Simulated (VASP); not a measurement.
# AlN (P6_3mc) in VASP: further runs

Runs on AlN. Level: PBE. Tasks: relaxation of the atoms.

All numbers are computed with VASP 6.6.1; they aren't measurements. Logs are shortened: lines on timing, memory, paths and dates and some standing lists are left out, and cuts for length are marked.

## Step 1: The cell of the first run

Symmetry: P6_3mc, No. 186, hexagonal system. Conventional cell: a = 3.193 Å, b = 3.193 Å, c = 5.619 Å, α = 90.00°, β = 90.00°, γ = 120.00°. Within 2.6 Å of Al (site symmetry 3m) lie 4 N at 1.96 to 2.14 Å. Within 2.6 Å of N (site symmetry 3m) lie 4 Al at 1.96 to 2.14 Å.

## Step 2: Relaxation of the atoms, PBE

INCAR reads:

```
PREC = Accurate
ENCUT = 520
EDIFF = 1E-6
ISMEAR = 0
SIGMA = 0.05
LREAL = False
LASPH = True
NELM = 80
ALGO = Normal
ISIF = 2
LWAVE = False
LCHARG = False
GGA = PE
IBRION = 2
NSW = 50
EDIFFG = -0.01
```

KPOINTS reads:

```
Automatic mesh
0
Gamma
  9 9 6
```

POSCAR reads:

```
AlN
1.0
    3.1925000000      0.0000000000      0.0000000000
   -1.5962500000      2.7647861016      0.0000000000
    0.0000000000      0.0000000000      5.6190000000
Al N
2 2
Direct
    0.3333333333      0.6666666667      0.0017290859
    0.6666666667      0.3333333333      0.5017290859
    0.3333333333      0.6666666667      0.3832709141
    0.6666666667      0.3333333333      0.8832709141
```

Potentials or basis: VASP PAW PBE potentials, release 64 (Al, N).

On the command line:

```
> cat potpaw_PBE.64/Al/POTCAR potpaw_PBE.64/N/POTCAR > POTCAR
> mpirun -np 1 vasp_std > vasp.out
```

OUTCAR:

```text
PREC = Accurate
   ENCUT = 520
   EDIFF = 1E-6
   ISMEAR = 0
   LREAL = False
   LASPH = True
   NELM = 80
   ISIF = 2
   GGA = PE
   IBRION = 2
   NSW = 50
   EDIFFG = -0.01

 ion  position               nearest neighbor table
   1  0.333  0.667  0.002-   4 1.96   4 1.96   4 1.96   3 2.14   2 3.36   2 3.36   2 3.36   2 3.36
                             2 3.36   2 3.36
   2  0.667  0.333  0.502-   3 1.96   3 1.96   3 1.96   4 2.14   1 3.36   1 3.36   1 3.36   1 3.36
                             1 3.36   1 3.36
   3  0.333  0.667  0.383-   2 1.96   2 1.96   2 1.96   1 2.14
   4  0.667  0.333  0.883-   1 1.96   1 1.96   1 1.96   2 2.14

  LATTYP: Found a hexagonal cell.
 ALAT       =     3.1925000000
 C/A-ratio  =     1.7600626468

  Lattice vectors:

 A1 = (   3.1925000000,   0.0000000000,   0.0000000000)
 A2 = (  -1.5962500000,   2.7647861016,   0.0000000000)
 A3 = (   0.0000000000,   0.0000000000,   5.6190000000)

Analysis of symmetry for initial positions (statically):
=====================================================================
 Subroutine PRICEL returns:
 Original cell was already a primitive cell.

 Routine SETGRP: Setting up the symmetry group for a
 hexagonal supercell.

 Subroutine GETGRP returns: Found 12 space group operations
 (whereof  6 operations were pure point group operations)
 out of a pool of 24 trial point group operations.

The static configuration has the point symmetry C_3v.
 The point group associated with its full space group is C_6v.

Analysis of symmetry for dynamics (positions and initial velocities):
=====================================================================
 Subroutine PRICEL returns:
 Original cell was already a primitive cell.

 Routine SETGRP: Setting up the symmetry group for a
 hexagonal supercell.

 Subroutine GETGRP returns: Found 12 space group operations
 (whereof  6 operations were pure point group operations)
 out of a pool of 24 trial point group operations.

The dynamic configuration has the point symmetry C_3v.
 The point group associated with its full space group is C_6v.

 Subroutine INISYM returns: Found 12 space group operations
 (whereof  6 operations are pure point group operations),
 and found     1 'primitive' translations

----------------------------------------------------------------------------------------

                                     Primitive cell

  volume of cell :      49.5966

  direct lattice vectors                    reciprocal lattice vectors
     3.192500000  0.000000000  0.000000000     0.313234143  0.180845817  0.000000000
    -1.596250000  2.764786102  0.000000000     0.000000000  0.361691633  0.000000000
     0.000000000  0.000000000  5.619000000     0.000000000  0.000000000  0.177967610

  length of vectors
     3.192500000  3.192500000  5.619000000     0.361691633  0.361691633  0.177967610

  position of ions in fractional coordinates (direct lattice)
     0.333333333  0.666666667  0.001729086
     0.666666667  0.333333333  0.501729086
     0.333333333  0.666666667  0.383270914
     0.666666667  0.333333333  0.883270914

  ion indices of the primitive-cell ions
   primitive index   ion index
                 1           1
                 2           2
                 3           3
                 4           4

----------------------------------------------------------------------------------------

 KPOINTS: Automatic mesh

Automatic generation of k-mesh.
 Grid dimensions read from file:
 generate k-points for:    9    9    6

 Generating k-lattice:

  Cartesian coordinates                     Fractional coordinates (reciprocal lattice)
     0.034803794  0.020093980  0.000000000     0.111111111  0.000000000  0.000000000
     0.000000000  0.040187959  0.000000000     0.000000000  0.111111111  0.000000000
     0.000000000  0.000000000  0.029661268     0.000000000  0.000000000  0.166666667

  Length of vectors
     0.040187959  0.040187959  0.029661268

  Shift w.r.t. Gamma in fractional coordinates (k-lattice)
     0.000000000  0.000000000  0.000000000

 Subroutine IBZKPT returns following result:
 ===========================================

 Found     48 irreducible k-points:

 Following reciprocal coordinates:
            Coordinates               Weight
  0.000000  0.000000  0.000000      1.000000
  0.111111 -0.000000  0.000000      6.000000
  0.222222  0.000000  0.000000      6.000000
  0.333333 -0.000000  0.000000      6.000000
  0.444444  0.000000  0.000000      6.000000
  0.111111  0.111111  0.000000      6.000000
[... 16 lines left out ...]
  0.333333  0.222222  0.166667     24.000000
  0.333333  0.333333  0.166667      4.000000
 [... further k-points ...]
   k-points           NKPTS =     48   k-points in BZ     NKDIM =     48   number of bands    NBANDS=     12
   number of dos      NEDOS =    301   number of ions     NIONS =      4
   total plane-waves  NPLWV =  24192
   dimension x,y,z NGX =    24 NGY =   24 NGZ =   42
   dimension x,y,z NGXF=    48 NGYF=   48 NGZF=   84
   ions per type =               2   2
   NGX,Y,Z   is equivalent  to a cutoff of  12.50, 12.50, 12.43 a.u.
   NGXF,Y,Z  is equivalent  to a cutoff of  25.00, 25.00, 24.85 a.u.
 SYSTEM =  unknown system
   PREC   = accura    normal or accurate (medium, high low for compatibility)
   ISTART =      0    job   : 0-new  1-cont  2-samecut
   ICHARG =      2    charge: 1-file 2-atom 10-const
   ISPIN  =      1    spin polarized calculation?
   LNONCOLLINEAR =      F non collinear calculations
   LSORBIT =      F    spin-orbit coupling
   LASPH  =      T    aspherical Exc in radial PAW
   ENCUT  =  520.0 eV  38.22 Ry    6.18 a.u.   5.94  5.94 10.45*2*pi/ulx,y,z
   NELM   =     80;   NELMIN=  2; NELMDL= -5     # of ELM steps
   EDIFF  = 0.1E-05   stopping-criterion for ELM
   LREAL  =      F    real-space projection
   EDIFFG = -.1E-01   stopping-criterion for IOM
   NSW    =     50    number of steps for IOM
   IBRION =      2    ionic relax: 0-MD 1-quasi-New 2-CG
   NFREE  =      1    steps in history (QN), initial steepest desc. (CG)
   ISIF   =      2    stress and relaxation
   ISYM   =      2    0-nonsym 1-usesym 2-fastsym
   POTIM  = 0.5000    time-step for ionic-motion
   TEBEG  =    0.0;   TEEND  =   0.0 temperature during run
   PSTRESS=    0.0 pullay stress
   NELECT =      16.0000    total number of electrons
   NUPDOWN=      -1.0000    fix difference up-down
   EMIN   =  10.00;   EMAX   =-10.00  energy-range for DOS
   EFERMI =   0.00;   METHOD = LEGACY
   ISMEAR =     0;   SIGMA  =   0.05  broadening in eV -4-tet -1-fermi 0-gaus
   EFERMI_NEDOS =   21; number of points for ismear=-14 and -15
   IALGO  =     38    algorithm
   IMIX   =      4    mixing-type and parameters
     AMIX     =   0.40;   BMIX     =  1.00
     AMIX_MAG =   1.60;   BMIX_MAG =  1.00
  volume/ion in A,a.u.               =      12.40        83.67
  Fermi-wavevector in a.u.,A,eV,Ry     =   1.122788  2.121761 17.152216  1.260652
  Thomas-Fermi vector in A             =   2.259450
   LORBIT       =      0    0 simple, 1 ext, 2 COOP (PROOUT), +10 PAW based schemes
   GGA     = PE    functional components
   LHFCALC =     F    Hartree Fock is set to
   AEXX    =    0.0000 exact exchange contribution
   IVDW    =     0    specifies the selected vdW correction
   LEPSILON=     F    determine dielectric tensor
   LRPA    =     F    only Hartree local field effects (RPA)
 conjugate gradient relaxation of ions
 non-spin polarized calculation
 Gauss-broadening in eV      SIGMA  =   0.05
  energy-cutoff  :      520.00
  volume of cell :       49.60
 maximum number of plane-waves:      1368
 NGX is ok and might be reduce to    24
   NGX = 11   NGY = 11   NGZ = 21

--------------------------------------- Ionic step        1  -------------------------------------------

 number of electron      16.0000004 magnetization

 Free energy of the ion-electron system (eV)
  ---------------------------------------------------
  ext. energy  EPLUGINS =         0.00000000
  ---------------------------------------------------
  free energy    TOTEN  =       -29.04927954 eV

  energy without entropy =      -29.04927954  energy(sigma->0) =      -29.04927954

------------------------ aborting loop because EDIFF is reached ----------------------------------------

  FORCE on cell =-STRESS in cart. coord.  units (eV):
  Direction    XX          YY          ZZ          XY          YZ          ZX
  --------------------------------------------------------------------------------------
  -------------------------------------------------------------------------------------
  Total       -4.1396658     -4.1396658    -10.3362867     -0.0000000      0.0000000      0.0000000
  in kB     -133.7286293   -133.7286293   -333.9055632     -0.0000000      0.0000000      0.0000000
  external PRESSURE =    -200.4542740 kB  Pullay stress =       0.0000000 kB
[... 61 lines left out ...]
  energy  without entropy=      -29.0495201117  energy(sigma->0) =      -29.04952011

--------------------------------------- Ionic step        3  -------------------------------------------

 number of electron      16.0000004 magnetization

 Free energy of the ion-electron system (eV)
  ---------------------------------------------------
  ext. energy  EPLUGINS =         0.00000000
  ---------------------------------------------------
  free energy    TOTEN  =       -29.04960750 eV

  energy without entropy =      -29.04960750  energy(sigma->0) =      -29.04960750

 E-fermi :   4.7982     XC(G=0): -10.1849

 val. band max:        4.5361596093   @ k =   0.0000   0.0000   0.0000
 cond. band min:       7.1411315706   @ k =   0.0000   0.0000   0.0000
 fundamental gap:      2.6049719613
 Fermi energy:         4.7981956805

 k-point     1 :       0.0000    0.0000    0.0000
  band No.  band energies     occupation
      1      -9.6313      2.00000
      2      -8.2925      2.00000
      3      -0.8564      2.00000
      4       4.1418      2.00000
      5       4.1418      2.00000
      6       4.3069      2.00000
      7       4.5362      2.00000
      8       4.5362      2.00000
      9       7.1411      0.00000
     10      10.6310      0.00000
     11      13.3739      0.00000
     12      14.7472      0.00000
[... 331 lines left out ...]
 k-point    24 :       0.3333    0.3333    0.1667
  band No.  band energies     occupation
      1      -7.6093      2.00000
      2      -7.6093      2.00000
      3       0.6763      2.00000
      4       0.7922      2.00000
      5       0.7922      2.00000
      6       2.0377      2.00000
      7       2.9039      2.00000
      8       2.9039      2.00000
      9       9.5022      0.00000
     10      12.1482      0.00000
     11      12.2078      0.00000
     12      12.2078      0.00000

 [... further k-points ...]

------------------------ aborting loop because EDIFF is reached ----------------------------------------

  FORCE on cell =-STRESS in cart. coord.  units (eV):
  Direction    XX          YY          ZZ          XY          YZ          ZX
  --------------------------------------------------------------------------------------
  -------------------------------------------------------------------------------------
  Total       -4.1690882     -4.1690882    -10.4298415     -0.0000000      0.0000000     -0.0000000
  in kB     -134.6790949   -134.6790949   -336.9277746     -0.0000000      0.0000000     -0.0000000
  external PRESSURE =    -202.0953215 kB  Pullay stress =       0.0000000 kB
[... 19 lines left out ...]
  FREE ENERGIE OF THE ION-ELECTRON SYSTEM (eV)
  ---------------------------------------------------
  free  energy   TOTEN  =       -29.0496075030 eV

  energy  without entropy=      -29.0496075030  energy(sigma->0) =      -29.04960750

 reached required accuracy - stopping structural energy minimisation
```

Run time: 27 s. Hardware: 1 thread of AMD EPYC 7R13 (Zen 3), shared host; peak memory 0.14 GiB.

What came out:

```
Free energy               : -29.0496 eV
Energy gained by relaxing : 0.1 meV/atom
Ionic steps               : 3
Pressure after relaxing   : -20.2 GPa
Band gap on the k mesh    : 2.60 eV
```

Step by step:
| step | energy change (eV) | largest force (eV/Å) | pressure (GPa) |
| --- | --- | --- | --- |
| 1 | 0.0000 | 0.0407 | -20.05 |
| 2 | -0.0002 | 0.0211 | -20.12 |
| 3 | -0.0003 | 0.0002 | -20.21 |

Final structure:
```
Al N
1.0
     3.19250    0.00000    0.00000
    -1.59625    2.76479    0.00000
     0.00000    0.00000    5.61900
Al N
2 2
Cartesian
  0.0000 1.8432 0.0138
  1.5962 0.9216 2.8233
  0.0000 1.8432 2.1495
  1.5962 0.9216 4.9590
```

Levels at points of the mesh, in eV from the valence-band top:
```
           k point  band 4  band 5  band 6  band 7  band 8  band 9  band 10  band 11  band 12
(0.00, 0.00, 0.00)   -0.39   -0.39   -0.23    0.00    0.00    2.60     6.09     8.84    10.21
(0.00, 0.00, 0.50)   -3.33   -0.20   -0.20   -0.20   -0.20    5.30     5.30     8.72     8.72
```

A hybrid or GW would open this gap; PBE tends to underestimate it.

## Step 3: Relaxation of the atoms, PBE

This run uses another cell than the first one, of 12.64 Å³/atom.

INCAR reads:

```
  PREC = Accurate
  ENCUT = 520
  EDIFF = 1E-6
  ISMEAR = 0
  SIGMA = 0.05
  LREAL = False
  LASPH = True
  NELM = 100
  ALGO = Normal
  ISIF = 2
  LWAVE = False
  LCHARG = False
  GGA = PE
  IBRION = 2
  NSW = 50
  EDIFFG = -0.01
```

KPOINTS is that of step 2.

Edit POSCAR of step 2 so:

```diff
@@ -2,4 +2,4 @@
 1.0
-    3.1925000000      0.0000000000      0.0000000000
-   -1.5962500000      2.7647861016      0.0000000000
+    3.2238000000      0.0000000000      0.0000000000
+   -1.6119000000      2.7918926967      0.0000000000
     0.0000000000      0.0000000000      5.6190000000
```

Potentials or basis: VASP PAW PBE potentials, release 64 (Al, N).

On the command line:

```
> cat potpaw_PBE.64/Al/POTCAR potpaw_PBE.64/N/POTCAR > POTCAR
> mpirun -np 1 vasp_std > vasp.out
```

Wall time 15 s (1 thread of AMD EPYC 7R13 (Zen 3), shared host); peak memory 0.14 GiB.

Results (log left out):

* Free energy: -28.9576 eV
* Pressure after relaxing: -22.3 GPa
* Largest force after relaxing: 0.008 eV/Å
* Band gap on the k mesh: 2.53 eV

Forces in eV/Å, atoms in the order of the input:
```
Al   0.000  0.000  0.008
Al   0.000  0.000  0.008
N    0.000  0.000 -0.008
N    0.000  0.000 -0.008
```

Stress tensor (GPa, compression positive):
```
-16.78   0.00   0.00
  0.00 -16.78   0.00
  0.00   0.00 -33.33
```

Final structure:
```
CELL_PARAMETERS angstrom
3.22380 0.00000 0.00000
-1.61190 2.79189 0.00000
0.00000 0.00000 5.61900
ATOMIC_POSITIONS crystal
Al 0.33333 0.66667 0.00173
Al 0.66667 0.33333 0.50173
N 0.33333 0.66667 0.38327
N 0.66667 0.33333 0.88327
```

Levels at points of the mesh, in eV from the valence-band top:
| k point | band 6 | band 7 | band 8 | band 9 | band 10 | band 11 |
| --- | --- | --- | --- | --- | --- | --- |
| (0.00, 0.00, 0.00) | -0.14 | 0.00 | 0.00 | 2.53 | 5.87 | 8.79 |
| (0.00, 0.00, 0.50) | -0.21 | -0.21 | -0.21 | 5.16 | 5.16 | 8.63 |

Caveat: the relaxation stopped at its first step, so nothing moved.

## Step 4: Relaxation of the atoms, PBE

This run uses another cell than the first one, of 11.29 Å³/atom.

INCAR reads:

```
ALGO = Normal
EDIFF = 1E-6
EDIFFG = -0.01
ENCUT = 520
GGA = PE
IBRION = 2
ISIF = 2
ISMEAR = 0
LASPH = True
LCHARG = False
LREAL = False
LWAVE = False
NELM = 80
NSW = 50
PREC = Accurate
SIGMA = 0.05
```

KPOINTS reads:

```
k-points
0
Gamma
  9 9 6
```

POSCAR reads:

```
AlN
1.0
    3.1612000000      0.0000000000      0.0000000000
   -1.5806000000      2.7376795064      0.0000000000
    0.0000000000      0.0000000000      5.2176000000
Al N
2 2
Direct
    0.3333333333      0.6666666667      0.0017290859
    0.6666666667      0.3333333333      0.5017290859
    0.3333333333      0.6666666667      0.3832709141
    0.6666666667      0.3333333333      0.8832709141
```

On the command line:

```
> cat potpaw_PBE.64/Al/POTCAR potpaw_PBE.64/N/POTCAR > POTCAR
> mpirun -np 1 vasp_std > vasp.out
```

It took 15 s on 1 thread of Intel Xeon 6975P-C (Granite Rapids), shared host; peak memory 0.16 GiB.

It converged, with:

```
Free energy               : -29.6752 eV
Energy gained by relaxing : 1.1 meV/atom
Ionic steps               : 3
Pressure after relaxing   : -10.1 GPa
Band gap on the k mesh    : 3.62 eV
```

Stress tensor (GPa, compression positive):
```
 -7.72   0.00   0.00
  0.00  -7.72   0.00
  0.00   0.00 -14.96
```

Step by step:
```
step  energy change (eV)  largest force (eV/Å)  pressure (GPa)
   1              0.0000                0.2013           -9.98
   2             -0.0044                0.0228          -10.12
   3             -0.0045                0.0001          -10.13
```

Final structure:
```cif
data_structure
_symmetry_space_group_name_H-M 'P 1'
_symmetry_Int_Tables_number 1
_cell_length_a 3.1612
_cell_length_b 3.1612
_cell_length_c 5.2176
_cell_angle_alpha 90.000
_cell_angle_beta 90.000
_cell_angle_gamma 120.000
_cell_volume 45.15
loop_
_atom_site_label
_atom_site_type_symbol
_atom_site_fract_x
_atom_site_fract_y
_atom_site_fract_z
_atom_site_occupancy
Al1 Al 0.33333 0.66667 0.00381 1
Al2 Al 0.66667 0.33333 0.50381 1
N1 N 0.33333 0.66667 0.38119 1
N2 N 0.66667 0.33333 0.88119 1
```

Levels at points of the mesh, in eV from the valence-band top:
| k point | band 6 | band 7 | band 8 | band 9 | band 10 | band 11 |
| --- | --- | --- | --- | --- | --- | --- |
| (0.00, 0.00, 0.00) | -0.02 | 0.00 | 0.00 | 3.62 | 6.40 | 9.92 |
| (0.00, 0.00, 0.50) | -0.28 | -0.28 | -0.28 | 6.01 | 6.01 | 9.70 |

As with any semilocal functional, this PBE gap is likely too small.

## Step 5: Summary

```csv
cell,gap on the mesh (eV),pressure (GPa)
"atoms relaxed from a = 3.192, b = 3.193, c = 5.619 Å, angles 90.0, 90.0, 120.0°, 4 atoms",2.60,-20.2
"atoms relaxed from a = 3.224, b = 3.224, c = 5.619 Å, angles 90.0, 90.0, 120.0°, 4 atoms",2.53,-22.3
"atoms relaxed from a = 3.161, b = 3.161, c = 5.218 Å, angles 90.0, 90.0, 120.0°, 4 atoms",3.62,-10.1
```

Alike in all rows: task relaxation of the atoms; level PBE; potentials or basis VASP PAW PBE potentials, release 64 (Al, N); no spin polarisation; k mesh 9 × 9 × 6; cutoff (eV) 520; smearing gaussian 0.05 eV.

Caveats: the relaxation stopped at its first step, so nothing moved (at least some runs).

Total energies depend on the potentials used, so only differences within one code and one set of settings carry meaning.
